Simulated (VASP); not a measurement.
# Mo (Im-3m) in VASP: further runs, part 3 of 4

VASP 6.6.1. Earlier steps stand in the parts before.

**4. Single point, PBE**

This run uses another cell than the first one, of 15.79 Å³/atom, 1.064 times its volume.

File INCAR:

```
SYSTEM = Mo
ALGO     = Normal         ! electronic algorithm
EDIFF    = 1E-6           ! SCF threshold, eV
ENCUT    = 520            ! plane-wave cutoff, eV
GGA      = PE             ! functional
ISIF     = 2              ! what is computed and relaxed
ISMEAR   = 0              ! smearing method
LASPH    = .TRUE.         ! aspherical terms in the spheres
LCHARG   = .FALSE.        ! write CHGCAR
LREAL    = .FALSE.        ! projectors in reciprocal space
LWAVE    = .FALSE.        ! write WAVECAR
NBANDS   = 13             ! bands
NELM     = 100            ! most SCF steps
PREC     = Accurate       ! precision mode
SIGMA    = 0.1            ! smearing width, eV
```

File KPOINTS:

```
k-points
0
G
  24 24 24
  0 0 0
```

File POSCAR:

```
Mo
1.0
   -1.5804252937      1.5804252937      1.5804252937
    1.5804252937     -1.5804252937      1.5804252937
    1.5804252937      1.5804252937     -1.5804252937
Mo
1
Direct
    0.0000000000      0.0000000000      0.0000000000
```

Potentials or basis: VASP PAW PBE potentials, release 64 (Mo_sv).

The run is started by

```sh
cat potpaw_PBE.64/Mo_sv/POTCAR > POTCAR
mpirun -np 1 vasp_std > vasp.out
```

OUTCAR:

```text
SYSTEM = Mo
   EDIFF = 1E-6
   ENCUT = 520
   GGA = PE
   ISIF = 2
   ISMEAR = 0
   LASPH = .TRUE.
   LREAL = .FALSE.
   NELM = 100
   PREC = Accurate

 ion  position               nearest neighbor table
   1  0.000  0.000  0.000-

  LATTYP: Found a body centered cubic cell.
 ALAT       =     3.1608505874

  Lattice vectors:

 A1 = (  -1.5804252937,   1.5804252937,   1.5804252937)
 A2 = (   1.5804252937,  -1.5804252937,   1.5804252937)
 A3 = (   1.5804252937,   1.5804252937,  -1.5804252937)

Analysis of symmetry for initial positions (statically):
=====================================================================
 Subroutine PRICEL returns:
 Original cell was already a primitive cell.

 Routine SETGRP: Setting up the symmetry group for a
 body centered cubic supercell.

 Subroutine GETGRP returns: Found 48 space group operations
 (whereof 48 operations were pure point group operations)
 out of a pool of 48 trial point group operations.

The static configuration has the point symmetry O_h .

Analysis of symmetry for dynamics (positions and initial velocities):
=====================================================================
 Subroutine PRICEL returns:
 Original cell was already a primitive cell.

 Routine SETGRP: Setting up the symmetry group for a
 body centered cubic supercell.

 Subroutine GETGRP returns: Found 48 space group operations
 (whereof 48 operations were pure point group operations)
 out of a pool of 48 trial point group operations.

The dynamic configuration has the point symmetry O_h .

 Subroutine INISYM returns: Found 48 space group operations
 (whereof 48 operations are pure point group operations),
 and found     1 'primitive' translations

----------------------------------------------------------------------------------------

                                     Primitive cell

  volume of cell :      15.7900

  direct lattice vectors                    reciprocal lattice vectors
    -1.580425294  1.580425294  1.580425294     0.000000000  0.316370538  0.316370538
     1.580425294 -1.580425294  1.580425294     0.316370538  0.000000000  0.316370538
     1.580425294  1.580425294 -1.580425294     0.316370538  0.316370538  0.000000000

  length of vectors
     2.737376906  2.737376906  2.737376906     0.447415505  0.447415505  0.447415505

  position of ions in fractional coordinates (direct lattice)
     0.000000000  0.000000000  0.000000000

  ion indices of the primitive-cell ions
   primitive index   ion index
                 1           1

----------------------------------------------------------------------------------------

 KPOINTS: k-points

Automatic generation of k-mesh.
 Grid dimensions read from file:
 generate k-points for:   24   24   24

 Generating k-lattice:

  Cartesian coordinates                     Fractional coordinates (reciprocal lattice)
     0.000000000  0.013182106  0.013182106     0.041666667  0.000000000  0.000000000
     0.013182106  0.000000000  0.013182106     0.000000000  0.041666667  0.000000000
     0.013182106  0.013182106  0.000000000     0.000000000  0.000000000  0.041666667

  Length of vectors
     0.018642313  0.018642313  0.018642313

  Shift w.r.t. Gamma in fractional coordinates (k-lattice)
     0.000000000  0.000000000  0.000000000

 Subroutine IBZKPT returns following result:
 ===========================================

 Found    413 irreducible k-points:

 Following reciprocal coordinates:
            Coordinates               Weight
  0.000000  0.000000  0.000000      1.000000
  0.041667  0.000000  0.000000     12.000000
  0.083333  0.000000  0.000000     12.000000
  0.125000  0.000000  0.000000     12.000000
  0.166667  0.000000  0.000000     12.000000
  0.208333  0.000000  0.000000     12.000000
[... 16 lines left out ...]
  0.416667  0.041667  0.000000     48.000000
  0.458333  0.041667 -0.000000     48.000000
 [... further k-points ...]
   k-points           NKPTS =    413   k-points in BZ     NKDIM =    413   number of bands    NBANDS=     13
   number of dos      NEDOS =    301   number of ions     NIONS =      1
   total plane-waves  NPLWV =   8000
   dimension x,y,z NGX =    20 NGY =   20 NGZ =   20
   dimension x,y,z NGXF=    40 NGYF=   40 NGZF=   40
   ions per type =               1
   NGX,Y,Z   is equivalent  to a cutoff of  12.15, 12.15, 12.15 a.u.
   NGXF,Y,Z  is equivalent  to a cutoff of  24.29, 24.29, 24.29 a.u.
 SYSTEM =  Mo
   PREC   = accura    normal or accurate (medium, high low for compatibility)
   ISTART =      0    job   : 0-new  1-cont  2-samecut
   ICHARG =      2    charge: 1-file 2-atom 10-const
   ISPIN  =      1    spin polarized calculation?
   LNONCOLLINEAR =      F non collinear calculations
   LSORBIT =      F    spin-orbit coupling
   LASPH  =      T    aspherical Exc in radial PAW
   ENCUT  =  520.0 eV  38.22 Ry    6.18 a.u.   5.09  5.09  5.09*2*pi/ulx,y,z
   NELM   =    100;   NELMIN=  2; NELMDL= -5     # of ELM steps
   EDIFF  = 0.1E-05   stopping-criterion for ELM
   LREAL  =      F    real-space projection
   EDIFFG = 0.1E-04   stopping-criterion for IOM
   NSW    =      0    number of steps for IOM
   IBRION =     -1    ionic relax: 0-MD 1-quasi-New 2-CG
   NFREE  =      0    steps in history (QN), initial steepest desc. (CG)
   ISIF   =      2    stress and relaxation
   ISYM   =      2    0-nonsym 1-usesym 2-fastsym
   POTIM  = 0.5000    time-step for ionic-motion
   TEBEG  =    0.0;   TEEND  =   0.0 temperature during run
   PSTRESS=    0.0 pullay stress
   NELECT =      14.0000    total number of electrons
   NUPDOWN=      -1.0000    fix difference up-down
   EMIN   =  10.00;   EMAX   =-10.00  energy-range for DOS
   EFERMI =   0.00;   METHOD = LEGACY
   ISMEAR =     0;   SIGMA  =   0.10  broadening in eV -4-tet -1-fermi 0-gaus
   EFERMI_NEDOS =   21; number of points for ismear=-14 and -15
   IALGO  =     38    algorithm
   IMIX   =      4    mixing-type and parameters
     AMIX     =   0.40;   BMIX     =  1.00
     AMIX_MAG =   1.60;   BMIX_MAG =  1.00
  volume/ion in A,a.u.               =      15.79       106.56
  Fermi-wavevector in a.u.,A,eV,Ry     =   1.572740  2.972047 33.654153  2.473510
  Thomas-Fermi vector in A             =   2.674129
   LORBIT       =      0    0 simple, 1 ext, 2 COOP (PROOUT), +10 PAW based schemes
   GGA     = PE    functional components
   LHFCALC =     F    Hartree Fock is set to
   AEXX    =    0.0000 exact exchange contribution
   IVDW    =     0    specifies the selected vdW correction
   LEPSILON=     F    determine dielectric tensor
   LRPA    =     F    only Hartree local field effects (RPA)
 non-spin polarized calculation
 Gauss-broadening in eV      SIGMA  =   0.10
  energy-cutoff  :      520.00
  volume of cell :       15.79
 maximum number of plane-waves:       438
   NGX = 11   NGY = 11   NGZ = 11

 number of electron      14.0000004 magnetization

 Free energy of the ion-electron system (eV)
  ---------------------------------------------------
  ext. energy  EPLUGINS =         0.00000000
  ---------------------------------------------------
  free energy    TOTEN  =       -10.93657688 eV

  energy without entropy =      -10.93291464  energy(sigma->0) =      -10.93474576

 E-fermi :  12.4782     XC(G=0): -13.3341

 val. band max:       12.4774192711   @ k =   0.4167   0.1250   0.0417
 cond. band min:      12.4830408215   @ k =   0.3750   0.0833   0.0000
 fundamental gap:      0.0056215504
 Fermi energy:        12.4782460860

 k-point     1 :       0.0000    0.0000    0.0000
  band No.  band energies     occupation
      1     -48.8499      2.00000
      2     -22.1389      2.00000
      3     -22.1389      2.00000
      4     -22.1389      2.00000
      5       5.2295      2.00000
      6      11.0857      2.00000
      7      11.0857      2.00000
      8      11.0857      2.00000
      9      14.0745      0.00000
     10      14.0745      0.00000
     11      27.2488      0.00000
     12      27.2488      0.00000
     13      27.2488      0.00000
[... 353 lines left out ...]
 k-point    24 :       0.4583    0.0417   -0.0000
  band No.  band energies     occupation
      1     -48.5956      2.00000
      2     -23.4825      2.00000
      3     -22.5768      2.00000
      4     -22.1596      2.00000
      5       7.2276      2.00000
      6       9.1002      2.00000
      7      13.6089      0.00000
      8      14.0924      0.00000
      9      14.9264      0.00000
     10      17.2029      0.00000
     11      23.9276      0.00000
     12      24.5016      0.00000
     13      29.6101      0.00000

 [... further k-points ...]

------------------------ aborting loop because EDIFF is reached ----------------------------------------

  FORCE on cell =-STRESS in cart. coord.  units (eV):
  Direction    XX          YY          ZZ          XY          YZ          ZX
  --------------------------------------------------------------------------------------
  -------------------------------------------------------------------------------------
  Total        0.0493099      0.0493099      0.0493099     -0.0000000      0.0000000      0.0000000
  in kB        5.0033719      5.0033719      5.0033719     -0.0000000      0.0000000      0.0000000
  external PRESSURE =       5.0033719 kB  Pullay stress =       0.0000000 kB

 VOLUME and BASIS-vectors are now :
 -----------------------------------------------------------------------------
  energy-cutoff  :      520.00
  volume of cell :       15.79
      direct lattice vectors                 reciprocal lattice vectors
    -1.580425294  1.580425294  1.580425294     0.000000000  0.316370538  0.316370538
     1.580425294 -1.580425294  1.580425294     0.316370538  0.000000000  0.316370538
     1.580425294  1.580425294 -1.580425294     0.316370538  0.316370538  0.000000000

 POSITION                                       TOTAL-FORCE (eV/Angst)
 -----------------------------------------------------------------------------------
      0.00000      0.00000      0.00000         0.000000      0.000000      0.000000
 -----------------------------------------------------------------------------------
    total drift:                                0.000000      0.000000      0.000000

  FREE ENERGIE OF THE ION-ELECTRON SYSTEM (eV)
  ---------------------------------------------------
  free  energy   TOTEN  =       -10.9365768753 eV

  energy  without entropy=      -10.9329146430  energy(sigma->0) =      -10.93474576
```

Wall time 32 s (1 thread of Intel Xeon 6975P-C, shared host); peak memory 0.19 GiB.

Results:

```
Free energy            : -10.9366 eV
Pressure               : 0.5 GPa
Band gap on the k mesh : zero (band 7 reaches 16.35 eV, above the bottom of band 8 at 11.09 eV)
```

**5. Single point, PBE**

This run uses another cell than the first one, of 15.79 Å³/atom, 1.064 times its volume.

File INCAR:

```
PREC     = Accurate       # precision mode
ENCUT    = 520            # plane-wave cutoff, eV
EDIFF    = 1E-6           # SCF threshold, eV
ISMEAR   = 0              # smearing method
SIGMA    = 0.1            # smearing width, eV
LREAL    = False          # projectors in reciprocal space
LASPH    = True           # aspherical terms in the spheres
NELM     = 60             # most SCF steps
ALGO     = Fast           # electronic algorithm
ISIF     = 2              # what is computed and relaxed
LWAVE    = False          # write WAVECAR
LCHARG   = False          # write CHGCAR
GGA      = PE             # functional
NBANDS   = 13             # bands
```

File KPOINTS:

```
regular mesh
0
Gamma
  24 24 24
```

POSCAR is that of step 4.

The run is started by

```sh
cat potpaw_PBE.64/Mo_sv/POTCAR > POTCAR
mpirun -np 1 vasp_std > vasp.out
```

Run time: 48 s. Hardware: 1 thread of Intel Xeon 6975P-C, shared host; peak memory 0.19 GiB.

The run converged. Its results:

- Free energy: -10.9366 eV
- Pressure: 0.6 GPa
- Band gap on the k mesh: zero (band 7 reaches 16.35 eV, above the bottom of band 8 at 11.09 eV)

Levels at points of the mesh, in eV from the Fermi level:
```tsv
k point	band 4	band 5	band 6	band 7	band 8	band 9	band 10	band 11
(0.00, 0.00, 0.00)	-34.62	-7.25	-1.39	-1.39	-1.39	1.60	1.60	14.77
(0.50, 0.00, 0.00)	-34.63	-5.31	-3.40	1.54	1.62	2.24	4.62	11.44
(0.50, 0.50, 0.50)	-35.55	-5.41	-5.41	3.87	3.87	3.87	8.94	8.94
```

(Continued in part 4 of 4.)
